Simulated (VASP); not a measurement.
Write the native input for VASP 6.6.1 that does the following.

| Quantity | Value |
| --- | --- |
| Task | single point |
| Functional | LDA |
| Potentials or basis | VASP PAW LDA potentials, release 64 (Al, N) |
| Cutoff | 520 eV |
| k mesh | 9 × 9 × 6 |
| Occupations | gaussian, width 0.05 eV |
| Spin | no spin polarisation |
| Dipole correction | no |
| Further INCAR settings | ALGO = Normal; EDIFF = 1e-06; NBANDS = 16 |

The structure of AlN lies in POSCAR:

```
AlN
1.0
    3.0371604035      0.0000000000      0.0000000000
   -1.5185802018      2.6302580648      0.0000000000
    0.0000000000      0.0000000000      4.8612078838
Al N
2 2
Direct
    0.3236882189      0.6473764378      0.0015212672
    0.6763117811      0.3526235622      0.5015212672
    0.3419399799      0.6838799599      0.3834787328
    0.6580600201      0.3161200401      0.8834787328
```

One way to write it, as run:

INCAR

```
SYSTEM = AlN
ALGO = Normal ; EDIFF = 1E-6
ENCUT = 520 ; ISIF = 2
ISMEAR = 0 ; LASPH = .True.
LCHARG = .False. ; LREAL = .False.
LWAVE = .False. ; NBANDS = 16
NELM = 80 ; PREC = Accurate
SIGMA = 0.05
```

KPOINTS

```
k-points
0
Gamma
  9 9 6
  0 0 0
```

Potentials or basis: VASP PAW LDA potentials, release 64 (Al, N).

The run is started by

```bash
$ cat potpaw_LDA.64/Al/POTCAR potpaw_LDA.64/N/POTCAR > POTCAR
$ mpirun -np 1 vasp_std > vasp.out
```

Results of the run:

```json
{
 "Pressure": "12.5 GPa",
 "Largest force": "0.284 eV/Å",
 "Band gap on the k mesh": "4.85 eV, direct"
}
```

Wall time 67 s on 1 thread of AMD EPYC 7R43 64-Core Processor (Zen 3), with other jobs on the host, peak memory 0.13 GiB.
